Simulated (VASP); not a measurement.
# Mg (Cmcm) in VASP: single point with LDA

Aim: the single point of Mg with LDA.

Everything below comes from runs of VASP 6.6.1. Logs are shortened: lines on timing, memory, paths and dates and some standing lists are left out, and cuts for length are marked.

## Step 1: The cell of the first run

The structure is orthorhombic, space group Cmcm (No. 63). The conventional cell has a = 9.371 Å, b = 5.372 Å, c = 5.052 Å, α = 90.00°, β = 90.00°, γ = 90.00°. Within 4.1 Å of Mg (site symmetry m) lie 7 Mg at 3.08 to 3.13 Å.

## Step 2: Single point, LDA

File INCAR:

```
SYSTEM = Mg
ALGO     = Normal         ! electronic algorithm
EDIFF    = 1E-6           ! SCF threshold, eV
ENCUT    = 520            ! plane-wave cutoff, eV
GGA      = CA             ! functional
ISIF     = 2              ! what is computed and relaxed
ISMEAR   = 1              ! smearing method
LASPH    = .TRUE.         ! aspherical terms in the spheres
LCHARG   = .FALSE.        ! write CHGCAR
LREAL    = .FALSE.        ! projectors in reciprocal space
LWAVE    = .FALSE.        ! write WAVECAR
NBANDS   = 12             ! bands
NELM     = 60             ! most SCF steps
PREC     = Accurate       ! precision mode
SIGMA    = 0.1            ! smearing width, eV
```

File KPOINTS:

```
k-points
0
G
  5 5 5
  0 0 0
```

File POSCAR:

```
Mg
1.0
    4.6854230000     -2.6858800000      0.0000000000
    4.6854230000      2.6858800000      0.0000000000
    0.0000000000      0.0000000000      5.0523320000
Mg
4
Direct
    0.3343290000      0.9943300000      0.7500000000
    0.0056700000      0.6656710000      0.7500000000
    0.9943300000      0.3343290000      0.2500000000
    0.6656710000      0.0056700000      0.2500000000
```

Potentials or basis: VASP PAW LDA potentials, release 64 (Mg).

The run is started by

```sh
> cat potpaw_LDA.64/Mg/POTCAR > POTCAR
> mpirun -np 1 vasp_std > vasp.out
```

OUTCAR:

```text
SYSTEM = Mg
   EDIFF = 1E-6
   ENCUT = 520
   GGA = CA
   ISIF = 2
   ISMEAR = 1
   LASPH = .TRUE.
   LREAL = .FALSE.
   NELM = 60
   PREC = Accurate

 ion  position               nearest neighbor table
   1  0.334  0.994  0.750-   2 3.08   4 3.11   4 3.11   3 3.12   3 3.12   2 3.13   2 3.13
   2  0.006  0.666  0.750-   1 3.08   3 3.11   3 3.11   4 3.12   4 3.12   1 3.13   1 3.13
   3  0.994  0.334  0.250-   4 3.08   2 3.11   2 3.11   1 3.12   1 3.12   4 3.13   4 3.13
   4  0.666  0.006  0.250-   3 3.08   1 3.11   1 3.11   2 3.12   2 3.12   3 3.13   3 3.13

  LATTYP: Found a base centered orthorhombic cell.
 ALAT       =     5.3717600000
 B/A-ratio  =     1.7444647564
 C/A-ratio  =     0.9405356904

  Lattice vectors:

 A1 = (  -4.6854230000,  -2.6858800000,   0.0000000000)
 A2 = (   4.6854230000,  -2.6858800000,   0.0000000000)
 A3 = (   0.0000000000,   0.0000000000,   5.0523320000)

Analysis of symmetry for initial positions (statically):
=====================================================================
 Subroutine PRICEL returns:
 Original cell was already a primitive cell.

 Routine SETGRP: Setting up the symmetry group for a
 base centered orthorhombic supercell.

 Subroutine GETGRP returns: Found  8 space group operations
 (whereof  4 operations were pure point group operations)
 out of a pool of  8 trial point group operations.

The static configuration has the point symmetry C_2h.
 The point group associated with its full space group is D_2h.

Analysis of symmetry for dynamics (positions and initial velocities):
=====================================================================
 Subroutine PRICEL returns:
 Original cell was already a primitive cell.

 Routine SETGRP: Setting up the symmetry group for a
 base centered orthorhombic supercell.

 Subroutine GETGRP returns: Found  8 space group operations
 (whereof  4 operations were pure point group operations)
 out of a pool of  8 trial point group operations.

The dynamic configuration has the point symmetry C_2h.
 The point group associated with its full space group is D_2h.

 Subroutine INISYM returns: Found  8 space group operations
 (whereof  4 operations are pure point group operations),
 and found     1 'primitive' translations

----------------------------------------------------------------------------------------

                                     Primitive cell

  volume of cell :     127.1620

  direct lattice vectors                    reciprocal lattice vectors
     4.685423000 -2.685880000  0.000000000     0.106713951 -0.186158726  0.000000000
     4.685423000  2.685880000  0.000000000     0.106713951  0.186158726  0.000000000
     0.000000000  0.000000000  5.052332000     0.000000000  0.000000000  0.197928402

  length of vectors
     5.400661077  5.400661077  5.052332000     0.214576184  0.214576184  0.197928402

  position of ions in fractional coordinates (direct lattice)
     0.334329000  0.994330000  0.750000000
     0.005670000  0.665671000  0.750000000
     0.994330000  0.334329000  0.250000000
     0.665671000  0.005670000  0.250000000

  ion indices of the primitive-cell ions
   primitive index   ion index
                 1           1
                 2           2
                 3           3
                 4           4

----------------------------------------------------------------------------------------

 KPOINTS: k-points

Automatic generation of k-mesh.
 Grid dimensions read from file:
 generate k-points for:    5    5    5

 Generating k-lattice:

  Cartesian coordinates                     Fractional coordinates (reciprocal lattice)
     0.021342790 -0.037231745  0.000000000     0.200000000  0.000000000  0.000000000
     0.021342790  0.037231745  0.000000000     0.000000000  0.200000000  0.000000000
     0.000000000  0.000000000  0.039585680     0.000000000  0.000000000  0.200000000

  Length of vectors
     0.042915237  0.042915237  0.039585680

  Shift w.r.t. Gamma in fractional coordinates (k-lattice)
     0.000000000  0.000000000  0.000000000

 Subroutine IBZKPT returns following result:
 ===========================================

 Found     27 irreducible k-points:

 Following reciprocal coordinates:
            Coordinates               Weight
  0.000000  0.000000  0.000000      1.000000
  0.200000  0.000000  0.000000      4.000000
  0.400000  0.000000  0.000000      4.000000
  0.200000  0.200000  0.000000      2.000000
  0.400000  0.200000  0.000000      4.000000
 -0.400000  0.200000  0.000000      4.000000
[... 16 lines left out ...]
  0.400000  0.200000  0.400000      8.000000
 -0.400000  0.200000  0.400000      8.000000
 [... further k-points ...]
   k-points           NKPTS =     27   k-points in BZ     NKDIM =     27   number of bands    NBANDS=     12
   number of dos      NEDOS =    301   number of ions     NIONS =      4
   total plane-waves  NPLWV =  64000
   dimension x,y,z NGX =    40 NGY =   40 NGZ =   40
   dimension x,y,z NGXF=    80 NGYF=   80 NGZF=   80
   ions per type =               4
   NGX,Y,Z   is equivalent  to a cutoff of  12.31, 12.31, 13.16 a.u.
   NGXF,Y,Z  is equivalent  to a cutoff of  24.63, 24.63, 26.32 a.u.
 SYSTEM =  Mg
   PREC   = accura    normal or accurate (medium, high low for compatibility)
   ISTART =      0    job   : 0-new  1-cont  2-samecut
   ICHARG =      2    charge: 1-file 2-atom 10-const
   ISPIN  =      1    spin polarized calculation?
   LNONCOLLINEAR =      F non collinear calculations
   LSORBIT =      F    spin-orbit coupling
   LASPH  =      T    aspherical Exc in radial PAW
   ENCUT  =  520.0 eV  38.22 Ry    6.18 a.u.  10.04 10.04  9.39*2*pi/ulx,y,z
   NELM   =     60;   NELMIN=  2; NELMDL= -5     # of ELM steps
   EDIFF  = 0.1E-05   stopping-criterion for ELM
   LREAL  =      F    real-space projection
   EDIFFG = 0.1E-04   stopping-criterion for IOM
   NSW    =      0    number of steps for IOM
   IBRION =     -1    ionic relax: 0-MD 1-quasi-New 2-CG
   NFREE  =      0    steps in history (QN), initial steepest desc. (CG)
   ISIF   =      2    stress and relaxation
   ISYM   =      2    0-nonsym 1-usesym 2-fastsym
   POTIM  = 0.5000    time-step for ionic-motion
   TEBEG  =    0.0;   TEEND  =   0.0 temperature during run
   PSTRESS=    0.0 pullay stress
   NELECT =       8.0000    total number of electrons
   NUPDOWN=      -1.0000    fix difference up-down
   EMIN   =  10.00;   EMAX   =-10.00  energy-range for DOS
   EFERMI =   0.00;   METHOD = LEGACY
   ISMEAR =     1;   SIGMA  =   0.10  broadening in eV -4-tet -1-fermi 0-gaus
   EFERMI_NEDOS =   21; number of points for ismear=-14 and -15
   IALGO  =     38    algorithm
   IMIX   =      4    mixing-type and parameters
     AMIX     =   0.40;   BMIX     =  1.00
     AMIX_MAG =   1.60;   BMIX_MAG =  1.00
  volume/ion in A,a.u.               =      31.79       214.53
  Fermi-wavevector in a.u.,A,eV,Ry     =   0.651107  1.230414  5.768059  0.423940
  Thomas-Fermi vector in A             =   1.720601
   LORBIT       =      0    0 simple, 1 ext, 2 COOP (PROOUT), +10 PAW based schemes
   GGA     = CA    functional components
   LHFCALC =     F    Hartree Fock is set to
   AEXX    =    0.0000 exact exchange contribution
   IVDW    =     0    specifies the selected vdW correction
   LEPSILON=     F    determine dielectric tensor
   LRPA    =     F    only Hartree local field effects (RPA)
 non-spin polarized calculation
 Methfessel and Paxton  Order N= 1 SIGMA  =   0.10
  energy-cutoff  :      520.00
  volume of cell :      127.16
 maximum number of plane-waves:      3444
   NGX = 21   NGY = 21   NGZ = 19

 number of electron       8.0000000 magnetization

 Free energy of the ion-electron system (eV)
  ---------------------------------------------------
  ext. energy  EPLUGINS =         0.00000000
  ---------------------------------------------------
  free energy    TOTEN  =        -5.47059590 eV

  energy without entropy =       -5.47083298  energy(sigma->0) =       -5.47067492

 E-fermi :   0.9171     XC(G=0):  -7.5315

 val. band max:        0.8929264261   @ k =   0.2000   0.2000   0.0000
 cond. band min:       0.9250656394   @ k =   0.0000   0.0000   0.0000
 fundamental gap:      0.0321392133
 Fermi energy:         0.9170624896

 k-point     1 :       0.0000    0.0000    0.0000
  band No.  band energies     occupation
      1      -4.9137      2.00000
      2       0.5052      2.00000
      3       0.8034      2.06822
      4       0.9251      0.86502
      5       1.2990     -0.00000
      6       1.3561     -0.00000
      7       2.4303     -0.00000
      8       2.8463     -0.00000
      9       3.4740      0.00000
     10       5.6638      0.00000
     11       5.9909      0.00000
     12       6.9129      0.00000

 k-point     2 :       0.2000    0.0000    0.0000
  band No.  band energies     occupation
      1      -4.6537      2.00000
      2      -0.8734      2.00000
      3       0.7024      2.00968
      4       0.7393      2.03064
      5       1.0395     -0.07092
      6       1.9020     -0.00000
      7       2.9873      0.00000
      8       3.5422      0.00000
      9       4.1411      0.00000
     10       5.1620      0.00000
     11       5.7539      0.00000
     12       6.2197      0.00000

 k-point     3 :       0.4000    0.0000    0.0000
  band No.  band energies     occupation
      1      -3.9013      2.00000
      2      -2.5266      2.00000
      3       0.2641      2.00000
      4       0.7639      2.05241
      5       1.4159     -0.00000
      6       2.2809     -0.00000
      7       2.6617     -0.00000
      8       3.3213      0.00000
      9       5.1769      0.00000
     10       5.7909      0.00000
     11       5.9051      0.00000
     12       6.3210      0.00000

 k-point     4 :       0.2000    0.2000    0.0000
  band No.  band energies     occupation
      1      -4.6754      2.00000
      2      -0.5990      2.00000
      3       0.6148      2.00016
      4       0.7085      2.01201
      5       0.8929      1.39562
      6       1.4543     -0.00000
      7       3.4630      0.00000
      8       3.6094      0.00000
      9       4.5727      0.00000
     10       5.0366      0.00000
     11       5.6595      0.00000
     12       6.0349      0.00000

 k-point     5 :       0.4000    0.2000    0.0000
  band No.  band energies     occupation
      1      -4.1971      2.00000
      2      -1.7094      2.00000
      3      -0.7087      2.00000
      4       1.1222     -0.01351
      5       1.7049     -0.00000
      6       2.5256     -0.00000
      7       2.8992     -0.00000
      8       3.4476      0.00000
      9       4.4082      0.00000
     10       4.8102      0.00000
     11       5.3760      0.00000
     12       6.5578      0.00000
[... 228 lines left out ...]
      1      -2.9844      2.00000
      2      -1.9159      2.00000
      3      -1.5349      2.00000
      4      -0.4888      2.00000
      5       1.0996     -0.02699
      6       1.5329     -0.00000
      7       2.6715     -0.00000
      8       3.1093      0.00000
      9       6.2314      0.00000
     10       6.3530      0.00000
     11       6.9515      0.00000
     12       7.3508      0.00000

 k-point    22 :       0.2000    0.2000    0.4000
  band No.  band energies     occupation
      1      -3.7456      2.00000
      2      -2.5981      2.00000
      3       0.2726      2.00000
      4       1.2739     -0.00001
      5       1.5786     -0.00000
      6       1.5957     -0.00000
      7       3.0968      0.00000
      8       3.1762      0.00000
      9       4.5337      0.00000
     10       4.6721      0.00000
     11       5.3485      0.00000
     12       5.5918      0.00000

 k-point    23 :       0.4000    0.2000    0.4000
  band No.  band energies     occupation
      1      -3.2718      2.00000
      2      -2.1349      2.00000
      3      -0.8102      2.00000
      4       0.0127      2.00000
      5       0.4926      2.00000
      6       1.2396     -0.00005
      7       3.6793      0.00000
      8       3.9654      0.00000
      9       4.6709      0.00000
     10       5.0174      0.00000
     11       6.6024      0.00000
     12       7.2062      0.00000

 k-point    24 :      -0.4000    0.2000    0.4000
  band No.  band energies     occupation
      1      -2.4496      2.00000
      2      -2.0794      2.00000
      3      -1.3150      2.00000
      4      -0.9656      2.00000
      5      -0.0221      2.00000
      6       0.9707      0.22075
      7       3.6474      0.00000
      8       4.6699      0.00000
      9       5.8450      0.00000
     10       6.0502      0.00000
     11       6.8873      0.00000
     12       7.0167      0.00000

 [... further k-points ...]

------------------------ aborting loop because EDIFF is reached ----------------------------------------

  FORCE on cell =-STRESS in cart. coord.  units (eV):
  Direction    XX          YY          ZZ          XY          YZ          ZX
  --------------------------------------------------------------------------------------
  -------------------------------------------------------------------------------------
  Total       -1.5219036     -1.9113912     -1.8692512      0.0000000     -0.0000000      0.0000000
  in kB      -19.1752237    -24.0825730    -23.5516296      0.0000000     -0.0000000      0.0000000
  external PRESSURE =     -22.2698087 kB  Pullay stress =       0.0000000 kB

 VOLUME and BASIS-vectors are now :
 -----------------------------------------------------------------------------
  energy-cutoff  :      520.00
  volume of cell :      127.16
      direct lattice vectors                 reciprocal lattice vectors
     4.685423000 -2.685880000  0.000000000     0.106713951 -0.186158726  0.000000000
     4.685423000  2.685880000  0.000000000     0.106713951  0.186158726  0.000000000
     0.000000000  0.000000000  5.052332000     0.000000000  0.000000000  0.197928402

 POSITION                                       TOTAL-FORCE (eV/Angst)
 -----------------------------------------------------------------------------------
      6.22533      1.77268      3.78925        -0.035583     -0.056273      0.000000
      3.14552      1.77268      3.78925         0.035583     -0.056273     -0.000000
      6.22533     -1.77268      1.26308        -0.035583      0.056273      0.000000
      3.14552     -1.77268      1.26308         0.035583      0.056273      0.000000
 -----------------------------------------------------------------------------------
    total drift:                               -0.000000      0.000000     -0.000000

  FREE ENERGIE OF THE ION-ELECTRON SYSTEM (eV)
  ---------------------------------------------------
  free  energy   TOTEN  =        -5.4705958969 eV

  energy  without entropy=       -5.4708329779  energy(sigma->0) =       -5.47067492
```

It took 42 s on 1 thread of Intel Xeon 8259CL, shared host; peak memory 0.2 GiB.

What came out:

```yaml
Free_energy: -5.4706 eV
Pressure: -2.2 GPa
Largest_force: 0.067 eV/Å
Band_gap_on_the_k_mesh: zero (band 4 reaches 1.97 eV, above the bottom of band 5 at -0.04 eV)
```

Forces in eV/Å, atoms in the order of the input:
```
Mg  -0.036 -0.056  0.000
Mg   0.036 -0.056  0.000
Mg  -0.036  0.056  0.000
Mg   0.036  0.056  0.000
```

Levels at points of the mesh, in eV from the Fermi level:
| k point | band 2 | band 3 | band 4 | band 5 | band 6 | band 7 |
| --- | --- | --- | --- | --- | --- | --- |
| (0.00, 0.00, 0.00) | -0.41 | -0.11 | 0.01 | 0.38 | 0.44 | 1.51 |
